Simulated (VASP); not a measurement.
# Ge (P4_32_12) in VASP: single point with r2SCAN

Aim: the single point of Ge with r2SCAN.

All numbers are computed with VASP 6.6.1; they aren't measurements. Logs are shortened: lines on timing, memory, paths and dates and some standing lists are left out, and cuts for length are marked.

## Step 1: The cell of the first run

It takes space group P4_32_12 (No. 96, tetragonal). Conventional cell: a = 5.948 Å, b = 5.948 Å, c = 7.089 Å, α = 90.00°, β = 90.00°, γ = 90.00°. Within 3.3 Å of Ge (site symmetry 2) lie 4 Ge at 2.48 to 2.49 Å. Ge (site symmetry 1) has 4 Ge at 2.48 to 2.51 Å within 3.3 Å.

## Step 2: Single point, r2SCAN

Contents of POSCAR:

```
Ge
1.0
    5.9484402919      0.0000000000      0.0000000000
    0.0000000000      5.9484402919      0.0000000000
    0.0000000000      0.0000000000      7.0888363365
Ge
12
Direct
    0.0844881315      0.0844881315      0.0000000000
    0.4155118685      0.5844881315      0.7500000000
    0.9155118685      0.9155118685      0.5000000000
    0.5844881315      0.4155118685      0.2500000000
    0.1692595798      0.3727934805      0.2443169163
    0.1272065195      0.6692595798      0.9943169163
    0.8307404202      0.6272065195      0.7443169163
    0.8727934805      0.3307404202      0.4943169163
    0.6692595798      0.1272065195      0.0056830837
    0.6272065195      0.8307404202      0.2556830837
    0.3307404202      0.8727934805      0.5056830837
    0.3727934805      0.1692595798      0.7556830837
```

Contents of INCAR.step1:

```
SYSTEM = Ge
  ALGO = Normal
  EDIFF = 1E-4
  ENCUT = 520
  GGA = PE
  ISMEAR = 0
  LASPH = .TRUE.
  LCHARG = .FALSE.
  LREAL = .FALSE.
  LWAVE = .TRUE.
  NBANDS = 96
  NELM = 60
  PREC = Accurate
  SIGMA = 0.05
```

Contents of INCAR.step2:

```
SYSTEM = Ge
  ALGO = Normal
  EDIFF = 1E-7
  ENCUT = 520
  ISIF = 2
  ISMEAR = 0
  ISTART = 1
  LASPH = .TRUE.
  LCHARG = .TRUE.
  LELF = .TRUE.
  LMIXTAU = .TRUE.
  LREAL = .FALSE.
  LVHAR = .TRUE.
  LWAVE = .FALSE.
  METAGGA = R2SCAN
  NBANDS = 96
  NELM = 60
  PREC = Accurate
  SIGMA = 0.05
```

Contents of KPOINTS:

```
k-points
0
G
  4 4 4
  0 0 0
```

Potentials or basis: VASP PAW PBE potentials, release 64 (Ge_d).

Run with:

```sh
cat potpaw_PBE.64/Ge_d/POTCAR > POTCAR
cp INCAR.step1 INCAR
mpirun -np 1 vasp_std > vasp.out
cp INCAR.step2 INCAR
mpirun -np 1 vasp_std > vasp.out
```

OUTCAR:

```text
SYSTEM = Ge
   EDIFF = 1E-7
   ENCUT = 520
   ISIF = 2
   ISMEAR = 0
   ISTART = 1
   LASPH = .TRUE.
   LREAL = .FALSE.
   METAGGA = R2SCAN
   NELM = 60
   PREC = Accurate

 ion  position               nearest neighbor table
   1  0.084  0.084  0.000-   6 2.48   9 2.48   5 2.49  12 2.49
   2  0.416  0.584  0.750-   7 2.48  12 2.48  11 2.49   6 2.49
   3  0.916  0.916  0.500-   8 2.48  11 2.48  10 2.49   7 2.49
   4  0.584  0.416  0.250-   5 2.48  10 2.48   9 2.49   8 2.49
   5  0.169  0.373  0.244-   4 2.48   1 2.49   6 2.51   8 2.51
   6  0.127  0.669  0.994-   1 2.48   2 2.49   5 2.51   7 2.51
   7  0.831  0.627  0.744-   2 2.48   3 2.49   6 2.51   8 2.51
   8  0.873  0.331  0.494-   3 2.48   4 2.49   5 2.51   7 2.51
   9  0.669  0.127  0.006-   1 2.48   4 2.49  10 2.51  12 2.51
  10  0.627  0.831  0.256-   4 2.48   3 2.49   9 2.51  11 2.51
  11  0.331  0.873  0.506-   3 2.48   2 2.49  10 2.51  12 2.51
  12  0.373  0.169  0.756-   2 2.48   1 2.49   9 2.51  11 2.51

  LATTYP: Found a simple tetragonal cell.
 ALAT       =     5.9484402919
 C/A-ratio  =     1.1917134557

  Lattice vectors:

 A1 = (   5.9484402919,   0.0000000000,   0.0000000000)
 A2 = (   0.0000000000,   5.9484402919,   0.0000000000)
 A3 = (   0.0000000000,   0.0000000000,   7.0888363365)

Analysis of symmetry for initial positions (statically):
=====================================================================
 Subroutine PRICEL returns:
 Original cell was already a primitive cell.

 Routine SETGRP: Setting up the symmetry group for a
 simple tetragonal supercell.

 Subroutine GETGRP returns: Found  8 space group operations
 (whereof  2 operations were pure point group operations)
 out of a pool of 16 trial point group operations.

The static configuration has the point symmetry C_2 .
 The point group associated with its full space group is D_4 .

Analysis of symmetry for dynamics (positions and initial velocities):
=====================================================================
 Subroutine PRICEL returns:
 Original cell was already a primitive cell.

 Routine SETGRP: Setting up the symmetry group for a
 simple tetragonal supercell.

 Subroutine GETGRP returns: Found  8 space group operations
 (whereof  2 operations were pure point group operations)
[... 122 lines left out ...]
   ISIF   =      2    stress and relaxation
   ISYM   =      2    0-nonsym 1-usesym 2-fastsym
   POTIM  = 0.5000    time-step for ionic-motion
   TEBEG  =    0.0;   TEEND  =   0.0 temperature during run
   PSTRESS=    0.0 pullay stress
   NELECT =     168.0000    total number of electrons
   NUPDOWN=      -1.0000    fix difference up-down
   EMIN   =  10.00;   EMAX   =-10.00  energy-range for DOS
   EFERMI =   0.00;   METHOD = LEGACY
   ISMEAR =     0;   SIGMA  =   0.05  broadening in eV -4-tet -1-fermi 0-gaus
   EFERMI_NEDOS =   21; number of points for ismear=-14 and -15
   IALGO  =     38    algorithm
   IMIX   =      4    mixing-type and parameters
     AMIX     =   0.40;   BMIX     =  1.00
     AMIX_MAG =   1.60;   BMIX_MAG =  1.00
  volume/ion in A,a.u.               =      20.90       141.06
  Fermi-wavevector in a.u.,A,eV,Ry     =   1.432356  2.706760 27.914294  2.051643
  Thomas-Fermi vector in A             =   2.551992
   LORBIT       =      0    0 simple, 1 ext, 2 COOP (PROOUT), +10 PAW based schemes
   METAGGA = R2SCAN    functional components
   LHFCALC =     F    Hartree Fock is set to
   AEXX    =    0.0000 exact exchange contribution
   IVDW    =     0    specifies the selected vdW correction
   LEPSILON=     F    determine dielectric tensor
   LRPA    =     F    only Hartree local field effects (RPA)
 non-spin polarized calculation
 Gauss-broadening in eV      SIGMA  =   0.05
  energy-cutoff  :      520.00
  volume of cell :      250.83
 maximum number of plane-waves:      6808
 NGX is ok and might be reduce to    48
   NGX = 23   NGY = 23   NGZ = 27

 number of electron     167.9999999 magnetization

 Free energy of the ion-electron system (eV)
  ---------------------------------------------------
  ext. energy  EPLUGINS =         0.00000000
  ---------------------------------------------------
  free energy    TOTEN  =      -164.40455611 eV

  energy without entropy =     -164.40455611  energy(sigma->0) =     -164.40455611

 E-fermi :   5.0176     XC(G=0): -11.4163

 val. band max:        4.7511589518   @ k =   0.5000   0.0000   0.0000
 cond. band min:       6.0283608699   @ k =   0.5000   0.0000   0.5000
 fundamental gap:      1.2772019181
 Fermi energy:         5.0175547156

 k-point     1 :       0.0000    0.0000    0.0000
  band No.  band energies     occupation
      1     -20.0868      2.00000
      2     -20.0575      2.00000
      3     -20.0575      2.00000
      4     -20.0427      2.00000
      5     -20.0342      2.00000
      6     -20.0342      2.00000
[... 1771 lines left out ...]
     95       9.2751      0.00000
     96       9.2751      0.00000

------------------------ aborting loop because EDIFF is reached ----------------------------------------

  FORCE on cell =-STRESS in cart. coord.  units (eV):
  Direction    XX          YY          ZZ          XY          YZ          ZX
  --------------------------------------------------------------------------------------
  -------------------------------------------------------------------------------------
  Total        0.0580767      0.0580767     -0.0858678      0.0000000      0.0000000      0.0000000
  in kB        0.3709633      0.3709633     -0.5484784      0.0000000      0.0000000      0.0000000
  external PRESSURE =       0.0644828 kB  Pullay stress =       0.0000000 kB

 VOLUME and BASIS-vectors are now :
 -----------------------------------------------------------------------------
  energy-cutoff  :      520.00
  volume of cell :      250.83
      direct lattice vectors                 reciprocal lattice vectors
     5.948440292  0.000000000  0.000000000     0.168111295  0.000000000  0.000000000
     0.000000000  5.948440292  0.000000000     0.000000000  0.168111295  0.000000000
     0.000000000  0.000000000  7.088836337     0.000000000  0.000000000  0.141066876

 POSITION                                       TOTAL-FORCE (eV/Angst)
 -----------------------------------------------------------------------------------
      0.50257      0.50257      0.00000         0.041000      0.041000     -0.000000
      2.47165      3.47679      5.31663        -0.041000      0.041000     -0.000000
      5.44587      5.44587      3.54442        -0.041000     -0.041000     -0.000000
      3.47679      2.47165      1.77221         0.041000     -0.041000     -0.000000
      1.00683      2.21754      1.73192        -0.031060     -0.029167     -0.018447
      0.75668      3.98105      7.04855         0.029167     -0.031060     -0.018447
      4.94161      3.73090      5.27634         0.031060      0.029167     -0.018447
      5.19176      1.96739      3.50413        -0.029167      0.031060     -0.018447
      3.98105      0.75668      0.04029        -0.031060      0.029167      0.018447
      3.73090      4.94161      1.81250         0.029167      0.031060      0.018447
      1.96739      5.19176      3.58470         0.031060     -0.029167      0.018447
      2.21754      1.00683      5.35691        -0.029167     -0.031060      0.018447
 -----------------------------------------------------------------------------------
    total drift:                               -0.000001      0.000001      0.000000

  FREE ENERGIE OF THE ION-ELECTRON SYSTEM (eV)
  ---------------------------------------------------
  free  energy   TOTEN  =      -164.4045561145 eV

  energy  without entropy=     -164.4045561145  energy(sigma->0) =     -164.40455611
```

It took 43 min on 1 thread of Oxide Virtual Turin-like, shared host; peak memory 0.51 GiB.

Results:

| Item | Value |
| --- | --- |
| Free energy | -164.4046 eV |
| Pressure | 0.0 GPa |
| Largest force | 0.058 eV/Å |
| Band gap on the k mesh | 1.28 eV (least direct gap 1.48 eV) |

Forces on the atoms (eV/Å):
```
Ge   0.041  0.041  0.000
Ge  -0.041  0.041  0.000
Ge  -0.041 -0.041  0.000
Ge   0.041 -0.041  0.000
Ge  -0.031 -0.029 -0.018
Ge   0.029 -0.031 -0.018
Ge   0.031  0.029 -0.018
Ge  -0.029  0.031 -0.018
Ge  -0.031  0.029  0.018
Ge   0.029  0.031  0.018
Ge   0.031 -0.029  0.018
Ge  -0.029 -0.031  0.018
```

Levels at points of the mesh, in eV from the valence-band top:
```tsv
k point	band 80	band 81	band 82	band 83	band 84	band 85	band 86	band 87	band 88	band 89
(0.00, 0.00, 0.00)	-1.75	-0.87	-0.82	-0.82	-0.11	1.88	2.12	2.12	3.10	4.06
(0.50, 0.00, 0.00)	-1.64	-0.52	-0.52	0.00	0.00	1.68	1.68	2.64	2.64	2.97
(0.50, 0.50, 0.00)	-1.01	-0.38	-0.38	-0.04	-0.04	1.56	1.56	1.99	1.99	2.37
(0.00, 0.00, 0.50)	-1.71	-1.04	-1.04	-0.63	-0.63	1.28	1.28	2.10	2.10	3.80
(0.50, 0.00, 0.50)	-0.92	-0.73	-0.73	-0.46	-0.46	1.28	1.28	1.71	1.71	3.01
(0.50, 0.50, 0.50)	-1.24	-0.93	-0.93	-0.93	-0.93	1.74	1.74	1.74	1.74	2.47
```

Caveat: the PAW data sets were made with another functional, which shifts forces and pressure a little. r2SCAN opens gaps a little over a GGA but as a rule still falls short of measured ones.
